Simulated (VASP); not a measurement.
# Be2C (Fm-3m) in VASP: single point with PBE

Aim: the single point of Be2C with PBE.

All numbers are computed with VASP 6.6.1; they aren't measurements. Logs are shortened: lines on timing, memory, paths and dates and some standing lists are left out, and cuts for length are marked.

### Step 1. The cell of the first run

Symmetry: Fm-3m, No. 225, cubic system. Conventional cell: a = 4.330 Å, b = 4.330 Å, c = 4.330 Å, α = 90.00°, β = 90.00°, γ = 90.00°. Within 2.5 Å of Be (site symmetry -43m) lie 4 C at 1.87 Å and 6 Be at 2.17 Å. C (site symmetry m-3m) has 8 Be at 1.87 Å within 2.5 Å.

### Step 2. Single point, PBE

Contents of INCAR:

```
ALGO = Normal
EDIFF = 1E-6
ENCUT = 600
GGA = PE
GGA_COMPAT = False
ISIF = 2
ISMEAR = 1
LASPH = True
LCHARG = True
LELF = True
LREAL = False
LVHAR = True
LWAVE = False
NBANDS = 11
NELM = 120
PREC = Accurate
SIGMA = 0.05
```

Contents of KPOINTS:

```
k-points
0
Gamma
  7 7 7
```

Contents of POSCAR:

```
Be2C
1.0
    0.0000000000      2.1650000000      2.1650000000
    2.1650000000      0.0000000000      2.1650000000
    2.1650000000      2.1650000000      0.0000000000
Be C
2 1
Direct
    0.2500000000      0.2500000000      0.2500000000
    0.7500000000      0.7500000000      0.7500000000
    0.0000000000      0.0000000000      0.0000000000
```

Potentials or basis: VASP PAW PBE potentials, release 64 (Be, C).

The run is started by

```bash
$ cat potpaw_PBE.64/Be/POTCAR potpaw_PBE.64/C/POTCAR > POTCAR
$ mpirun -np 1 vasp_std > vasp.out
```

OUTCAR:

```text
EDIFF = 1E-6
   ENCUT = 600
   GGA = PE
   ISIF = 2
   ISMEAR = 1
   LASPH = True
   LREAL = False
   NELM = 120
   PREC = Accurate

 ion  position               nearest neighbor table
   1  0.250  0.250  0.250-   3 1.87   3 1.87   3 1.87   3 1.87   2 2.17   2 2.17   2 2.17   2 2.17
                             2 2.17   2 2.17
   2  0.750  0.750  0.750-   3 1.87   3 1.87   3 1.87   3 1.87   1 2.17   1 2.17   1 2.17   1 2.17
                             1 2.17   1 2.17
   3  0.000  0.000  0.000-   2 1.87   2 1.87   2 1.87   1 1.87   2 1.87   1 1.87   1 1.87   1 1.87

  LATTYP: Found a face centered cubic cell.
 ALAT       =     4.3300000000

  Lattice vectors:

 A1 = (   0.0000000000,   2.1650000000,   2.1650000000)
 A2 = (   2.1650000000,   0.0000000000,   2.1650000000)
 A3 = (   2.1650000000,   2.1650000000,   0.0000000000)

Analysis of symmetry for initial positions (statically):
=====================================================================
 Subroutine PRICEL returns:
 Original cell was already a primitive cell.

 Routine SETGRP: Setting up the symmetry group for a
 face centered cubic supercell.

 Subroutine GETGRP returns: Found 48 space group operations
 (whereof 48 operations were pure point group operations)
 out of a pool of 48 trial point group operations.

The static configuration has the point symmetry O_h .

Analysis of symmetry for dynamics (positions and initial velocities):
=====================================================================
 Subroutine PRICEL returns:
 Original cell was already a primitive cell.

 Routine SETGRP: Setting up the symmetry group for a
 face centered cubic supercell.

 Subroutine GETGRP returns: Found 48 space group operations
 (whereof 48 operations were pure point group operations)
 out of a pool of 48 trial point group operations.

The dynamic configuration has the point symmetry O_h .

 Subroutine INISYM returns: Found 48 space group operations
 (whereof 48 operations are pure point group operations),
 and found     1 'primitive' translations

----------------------------------------------------------------------------------------

                                     Primitive cell

  volume of cell :      20.2957

  direct lattice vectors                    reciprocal lattice vectors
     0.000000000  2.165000000  2.165000000    -0.230946882  0.230946882  0.230946882
     2.165000000  0.000000000  2.165000000     0.230946882 -0.230946882  0.230946882
     2.165000000  2.165000000  0.000000000     0.230946882  0.230946882 -0.230946882

  length of vectors
     3.061772363  3.061772363  3.061772363     0.400011734  0.400011734  0.400011734

  position of ions in fractional coordinates (direct lattice)
     0.250000000  0.250000000  0.250000000
     0.750000000  0.750000000  0.750000000
     0.000000000  0.000000000  0.000000000

  ion indices of the primitive-cell ions
   primitive index   ion index
                 1           1
                 2           2
                 3           3

----------------------------------------------------------------------------------------

 KPOINTS: k-points

Automatic generation of k-mesh.
 Grid dimensions read from file:
 generate k-points for:    7    7    7

 Generating k-lattice:

  Cartesian coordinates                     Fractional coordinates (reciprocal lattice)
    -0.032992412  0.032992412  0.032992412     0.142857143  0.000000000  0.000000000
     0.032992412 -0.032992412  0.032992412     0.000000000  0.142857143  0.000000000
     0.032992412  0.032992412 -0.032992412     0.000000000  0.000000000  0.142857143

  Length of vectors
     0.057144533  0.057144533  0.057144533

  Shift w.r.t. Gamma in fractional coordinates (k-lattice)
     0.000000000  0.000000000  0.000000000

 Subroutine IBZKPT returns following result:
 ===========================================

 Found     20 irreducible k-points:

 Following reciprocal coordinates:
            Coordinates               Weight
  0.000000  0.000000  0.000000      1.000000
  0.142857  0.000000  0.000000      8.000000
  0.285714  0.000000  0.000000      8.000000
  0.428571  0.000000  0.000000      8.000000
  0.142857  0.142857  0.000000      6.000000
  0.285714  0.142857  0.000000     24.000000
[... 12 lines left out ...]
 -0.428571  0.428571  0.142857     24.000000
 -0.285714  0.428571  0.142857     24.000000
   k-points           NKPTS =     20   k-points in BZ     NKDIM =     20   number of bands    NBANDS=     11
   number of dos      NEDOS =    301   number of ions     NIONS =      3
   total plane-waves  NPLWV =  13824
   dimension x,y,z NGX =    24 NGY =   24 NGZ =   24
   dimension x,y,z NGXF=    48 NGYF=   48 NGZF=   48
   ions per type =               2   1
   NGX,Y,Z   is equivalent  to a cutoff of  13.03, 13.03, 13.03 a.u.
   NGXF,Y,Z  is equivalent  to a cutoff of  26.06, 26.06, 26.06 a.u.
 SYSTEM =  unknown system
   PREC   = accura    normal or accurate (medium, high low for compatibility)
   ISTART =      0    job   : 0-new  1-cont  2-samecut
   ICHARG =      2    charge: 1-file 2-atom 10-const
   ISPIN  =      1    spin polarized calculation?
   LNONCOLLINEAR =      F non collinear calculations
   LSORBIT =      F    spin-orbit coupling
   LASPH  =      T    aspherical Exc in radial PAW
   ENCUT  =  600.0 eV  44.10 Ry    6.64 a.u.   6.12  6.12  6.12*2*pi/ulx,y,z
   NELM   =    120;   NELMIN=  2; NELMDL= -5     # of ELM steps
   EDIFF  = 0.1E-05   stopping-criterion for ELM
   LREAL  =      F    real-space projection
[... 7 lines left out ...]
   TEBEG  =    0.0;   TEEND  =   0.0 temperature during run
   PSTRESS=    0.0 pullay stress
   NELECT =       8.0000    total number of electrons
   NUPDOWN=      -1.0000    fix difference up-down
   EMIN   =  10.00;   EMAX   =-10.00  energy-range for DOS
   EFERMI =   0.00;   METHOD = LEGACY
   ISMEAR =     1;   SIGMA  =   0.05  broadening in eV -4-tet -1-fermi 0-gaus
   EFERMI_NEDOS =   21; number of points for ismear=-14 and -15
   IALGO  =     38    algorithm
   IMIX   =      4    mixing-type and parameters
     AMIX     =   0.40;   BMIX     =  1.00
     AMIX_MAG =   1.60;   BMIX_MAG =  1.00
  volume/ion in A,a.u.               =       6.77        45.65
  Fermi-wavevector in a.u.,A,eV,Ry     =   1.200338  2.268310 19.603432  1.440812
  Thomas-Fermi vector in A             =   2.336177
   LORBIT       =      0    0 simple, 1 ext, 2 COOP (PROOUT), +10 PAW based schemes
   GGA     = PE    functional components
   LHFCALC =     F    Hartree Fock is set to
   AEXX    =    0.0000 exact exchange contribution
   IVDW    =     0    specifies the selected vdW correction
   LEPSILON=     F    determine dielectric tensor
   LRPA    =     F    only Hartree local field effects (RPA)
 non-spin polarized calculation
 Methfessel and Paxton  Order N= 1 SIGMA  =   0.05
  energy-cutoff  :      600.00
  volume of cell :       20.30
 maximum number of plane-waves:       688
   NGX = 13   NGY = 13   NGZ = 13

 number of electron       8.0000000 magnetization

 Free energy of the ion-electron system (eV)
  ---------------------------------------------------
  ext. energy  EPLUGINS =         0.00000000
  ---------------------------------------------------
  free energy    TOTEN  =       -17.45531580 eV

  energy without entropy =      -17.45534116  energy(sigma->0) =      -17.45532426

 E-fermi :   7.7666     XC(G=0): -11.4361

 val. band max:        7.7245315774   @ k =   0.0000   0.0000   0.0000
 cond. band min:       9.1184583875   @ k =   0.4286   0.4286   0.0000
 fundamental gap:      1.3939268100
 Fermi energy:         7.7666252760

 k-point     1 :       0.0000    0.0000    0.0000
  band No.  band energies     occupation
      1      -7.3116      2.00000
      2       7.7245      2.00000
      3       7.7245      2.00000
      4       7.7245      2.00000
      5      11.8507      0.00000
      6      11.8507      0.00000
      7      11.8507      0.00000
      8      14.4685      0.00000
      9      20.8882      0.00000
     10      20.8882      0.00000
     11      20.8882      0.00000

 k-point     2 :       0.1429    0.0000    0.0000
  band No.  band energies     occupation
      1      -6.9871      2.00000
      2       5.4317      2.00000
      3       7.1762      2.00000
      4       7.1762      2.00000
      5      12.6373      0.00000
      6      12.6373      0.00000
      7      13.1181      0.00000
      8      15.2378      0.00000
      9      19.3075      0.00000
     10      19.3075      0.00000
     11      21.6588      0.00000

 k-point     3 :       0.2857    0.0000    0.0000
  band No.  band energies     occupation
      1      -6.0465      2.00000
      2       2.0914      2.00000
      3       6.3862      2.00000
      4       6.3862      2.00000
      5      13.2049      0.00000
      6      13.2049      0.00000
      7      14.0886      0.00000
      8      16.6497      0.00000
      9      19.3175      0.00000
     10      19.3175      0.00000
     11      23.4111      0.00000

 k-point     4 :       0.4286    0.0000    0.0000
  band No.  band energies     occupation
      1      -4.7622      2.00000
      2      -0.5133      2.00000
      3       5.9502      2.00000
      4       5.9502      2.00000
      5      12.8126      0.00000
      6      12.8126      0.00000
      7      14.6451      0.00000
      8      17.4333      0.00000
      9      21.6075      0.00000
     10      21.6075      0.00000
     11      24.6024      0.00000
[... 183 lines left out ...]
 k-point    18 :      -0.4286    0.2857    0.1429
  band No.  band energies     occupation
      1      -4.1307      2.00000
      2       0.2703      2.00000
      3       3.1490      2.00000
      4       4.1728      2.00000
      5      12.9515      0.00000
      6      14.6277      0.00000
      7      16.8032      0.00000
      8      18.3536      0.00000
      9      20.3695      0.00000
     10      21.4288      0.00000
     11      25.2396      0.00000

 k-point    19 :      -0.4286    0.4286    0.1429
  band No.  band energies     occupation
      1      -3.8127      2.00000
      2       1.2467      2.00000
      3       2.5856      2.00000
      4       2.6214      2.00000
      5      11.3037      0.00000
      6      14.7222      0.00000
      7      17.4812      0.00000
      8      20.5087      0.00000
      9      21.2573      0.00000
     10      22.5929      0.00000
     11      25.0447      0.00000

 k-point    20 :      -0.2857    0.4286    0.1429
  band No.  band energies     occupation
      1      -3.4882      2.00000
      2       0.8666      2.00000
      3       1.7030      2.00000
      4       3.0017      2.00000
      5      12.6528      0.00000
      6      16.2043      0.00000
      7      17.2853      0.00000
      8      18.1027      0.00000
      9      21.1717      0.00000
     10      21.4715      0.00000
     11      25.2642      0.00000

------------------------ aborting loop because EDIFF is reached ----------------------------------------

  FORCE on cell =-STRESS in cart. coord.  units (eV):
  Direction    XX          YY          ZZ          XY          YZ          ZX
  --------------------------------------------------------------------------------------
  -------------------------------------------------------------------------------------
  Total        0.0036077      0.0036077      0.0036077     -0.0000000      0.0000000      0.0000000
  in kB        0.2848016      0.2848016      0.2848016     -0.0000000      0.0000000      0.0000000
  external PRESSURE =       0.2848016 kB  Pullay stress =       0.0000000 kB

 VOLUME and BASIS-vectors are now :
 -----------------------------------------------------------------------------
  energy-cutoff  :      600.00
  volume of cell :       20.30
      direct lattice vectors                 reciprocal lattice vectors
     0.000000000  2.165000000  2.165000000    -0.230946882  0.230946882  0.230946882
     2.165000000  0.000000000  2.165000000     0.230946882 -0.230946882  0.230946882
     2.165000000  2.165000000  0.000000000     0.230946882  0.230946882 -0.230946882

 POSITION                                       TOTAL-FORCE (eV/Angst)
 -----------------------------------------------------------------------------------
      1.08250      1.08250      1.08250         0.000000      0.000000      0.000000
      3.24750      3.24750      3.24750        -0.000000     -0.000000     -0.000000
      0.00000      0.00000      0.00000        -0.000000     -0.000000      0.000000
 -----------------------------------------------------------------------------------
    total drift:                               -0.000000     -0.000000      0.000000

  FREE ENERGIE OF THE ION-ELECTRON SYSTEM (eV)
  ---------------------------------------------------
  free  energy   TOTEN  =       -17.4553158033 eV

  energy  without entropy=      -17.4553411586  energy(sigma->0) =      -17.45532426
```

Run time: 4.5 s. Hardware: 1 thread of Intel Xeon 6975P-C, shared host; peak memory 0.13 GiB.

Results:

```yaml
Free_energy: -17.4553 eV
Pressure: 0.0 GPa
Band_gap_on_the_k_mesh: 1.39 eV, indirect (least direct gap 4.13 eV)
```

Levels at points of the mesh, in eV from the valence-band top:
| k point | band 1 | band 2 | band 3 | band 4 | band 5 | band 6 | band 7 | band 8 |
| --- | --- | --- | --- | --- | --- | --- | --- | --- |
| (0.00, 0.00, 0.00) | -15.04 | 0.00 | 0.00 | 0.00 | 4.13 | 4.13 | 4.13 | 6.74 |

A k mesh can miss the band edges.
